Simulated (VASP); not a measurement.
A run of VASP 6.6.1 is set up as follows.

INCAR

```
  ALGO = Normal
  EDIFF = 1E-6
  ENCUT = 600
  GGA = PE
  GGA_COMPAT = F
  ISIF = 2
  ISMEAR = 0
  LASPH = T
  LCHARG = F
  LREAL = F
  LWAVE = F
  NBANDS = 19
  NELM = 120
  PREC = Accurate
  SIGMA = 0.01
```

KPOINTS

```
k-points
0
Gamma
  5 5 5
```

POSCAR

```
CaF2
1.0
    0.0000000000      2.6367515094      2.6367515094
    2.6367515094      0.0000000000      2.6367515094
    2.6367515094      2.6367515094      0.0000000000
Ca F
1 2
Direct
    0.0000000000      0.0000000000      0.0000000000
    0.2500000000      0.2500000000      0.2500000000
    0.7500000000      0.7500000000      0.7500000000
```

Potentials or basis: VASP PAW PBE potentials, release 64 (Ca_sv, F).

The run is started by

```console
$ cat potpaw_PBE.64/Ca_sv/POTCAR potpaw_PBE.64/F/POTCAR > POTCAR
$ mpirun -np 1 vasp_std > vasp.out
```

Task: Predict the band gap on the k mesh.

Result: 8.00 eV, indirect (least direct gap 8.20 eV).

Task: What does it give for the pressure?

Result: 14.2 GPa.

A k mesh can miss the band edges.
